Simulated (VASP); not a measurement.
Rb, 1 atom in the cell. Symmetry: Fm-3m, No. 225, cubic system. Conventional cell: a = 7.280 Å, b = 7.280 Å, c = 7.280 Å, α = 90.00°, β = 90.00°, γ = 90.00°. 

| Property | Result |
| --- | --- |
| Program | VASP 6.6.1 |
| Task | single point |
| Functional | PBEsol |
| Potentials or basis | VASP PAW PBE potentials, release 64 (Rb_sv) |
| Cutoff | 520 eV |
| k mesh | 2 × 2 × 2 |
| Occupations | fermi-dirac, width 0.0861733 eV |
| Spin | no spin polarisation |
| Dipole correction | no |
| Further INCAR settings | ALGO = Normal; EDIFF = 1e-06; NBANDS = 10 |

Potentials or basis: VASP PAW PBE potentials, release 64 (Rb_sv).

Run with:

```bash
$ cat potpaw_PBE.64/Rb_sv/POTCAR > POTCAR
$ mpirun -np 1 vasp_std > vasp.out
```

Hardware: 1 thread of Intel Xeon 8259CL (shared host).

Q: Estimate the wall time of this run.

A: Run time: 11 s on 1 thread of Intel Xeon 8259CL (shared host), peak memory 0.22 GiB. Counts: scf iterations 11, k points 3.
